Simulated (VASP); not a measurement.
**MgO: single point with PBEsol**

Crystal: MgO.

```xyz
8
Lattice="3.3035 0.0000 0.0000 -1.6517 2.8609 0.0000 0.0000 0.0000 10.0388" Properties=species:S:1:pos:R:3 pbc="T T T"
Mg    0.0000    1.9073    0.0184
Mg    0.0000    1.9073    5.0378
Mg    1.6517    0.9536    2.5281
Mg    1.6517    0.9536    7.5474
O     0.0000    1.9073    2.0125
O     0.0000    1.9073    7.0319
O     1.6517    0.9536    4.5222
O     1.6517    0.9536    9.5416
```

* Program: VASP 6.6.1
* Task: single point
* Functional: PBEsol
* Potentials or basis: VASP PAW PBE potentials, release 64 (Mg, O)
* Cutoff: 600 eV
* k mesh: 9 × 9 × 4
* Occupations: gaussian, width 0.05 eV
* Spin: no spin polarisation
* Dipole correction: no
* Further INCAR settings: ALGO = Normal; EDIFF = 1e-06; NBANDS = 26

```yaml
Pressure: -0.5 GPa
Largest_force: 0.003 eV/Å
Band_gap_on_the_k_mesh: 3.36 eV
```

Forces in eV/Å, atoms in the order of the input:
```
Mg   0.000  0.000  0.003
Mg   0.000  0.000  0.003
Mg   0.000  0.000  0.003
Mg   0.000  0.000  0.003
O    0.000  0.000 -0.003
O    0.000  0.000 -0.003
O    0.000  0.000 -0.003
O    0.000  0.000 -0.003
```

Levels at points of the mesh, in eV from the valence-band top:
```
           k point  band 13  band 14  band 15  band 16  band 17  band 18  band 19  band 20
(0.00, 0.00, 0.00)    -0.57    -0.40    -0.40     0.00     3.36     5.86     5.86     8.39
(0.00, 0.00, 0.50)    -0.45    -0.45    -0.45    -0.45     4.25     4.25     7.45     7.45
```

Wall time 2.9 min on 1 thread of Intel Xeon 8259CL (shared host), peak memory 0.28 GiB.

Caveat: the PAW data sets were made with another functional, which shifts forces and pressure a little; an odd mesh through Γ misses points on the zone boundary, where band edges can lie.
